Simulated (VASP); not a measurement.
Write the native input for VASP 6.6.1 that does the following.

| Quantity | Value |
| --- | --- |
| Task | single point |
| Functional | PBE |
| Dispersion | D3(BJ) |
| Potentials or basis | VASP PAW PBE potentials, release 64 (Sn_d, O) |
| Cutoff | 520 eV |
| k mesh | 10 × 6 × 8 |
| Occupations | gaussian, width 0.05 eV |
| Spin | no spin polarisation |
| Dipole correction | no |
| Further INCAR settings | ALGO = Normal; EDIFF = 1e-06; NBANDS = 28 |

The structure of SnO lies in POSCAR:

```
SnO
1.0
    3.0026879345      0.0000000000      0.0000000000
    0.0000000000      5.7950230506      0.0000000000
    0.0000000000      0.0000000000      3.9623816734
Sn O
2 2
Direct
    0.0000000000      0.2345104856      0.5269946555
    0.5000000000      0.7654895144      0.0269946555
    0.0000000000      0.8836051479      0.7230063445
    0.5000000000      0.1163948521      0.2230063445
```

One way to write it, as run:

INCAR

```
PREC     = Accurate       # precision mode
ENCUT    = 520            # plane-wave cutoff, eV
EDIFF    = 1E-6           # SCF threshold, eV
ISMEAR   = 0              # smearing method
SIGMA    = 0.05           # smearing width, eV
LREAL    = False          # projectors in reciprocal space
LASPH    = True           # aspherical terms in the spheres
NELM     = 100            # most SCF steps
ALGO     = Normal         # electronic algorithm
ISIF     = 2              # what is computed and relaxed
LWAVE    = False          # write WAVECAR
LCHARG   = False          # write CHGCAR
GGA      = PE             # functional
IVDW     = 12             # dispersion correction
NBANDS   = 28             # bands
```

KPOINTS

```
Automatic mesh
0
Gamma
  10 6 8
```

Potentials or basis: VASP PAW PBE potentials, release 64 (Sn_d, O).

Command:

```bash
$ cat potpaw_PBE.64/Sn_d/POTCAR potpaw_PBE.64/O/POTCAR > POTCAR
$ mpirun -np 1 vasp_std > vasp.out
```

It gave:

| Quantity | Value |
| --- | --- |
| Pressure | 11.7 GPa |
| Largest force | 1.410 eV/Å |
| Band gap on the k mesh | 1.27 eV (least direct gap 1.41 eV) |
| Dispersion energy per atom | -0.241 eV |

Caveat: the stress differs along the axes, from 3 to 23 GPa; spin-orbit coupling is left out, which moves the levels of the heavy elements; forces of over 1 eV/Å act on the atoms, so gaps and moduli don't describe the material at rest.

Run time: 77 s on 1 thread of Intel(R) Xeon(R) 6975P-C (Granite Rapids), with other jobs on the host, peak memory 0.32 GiB.
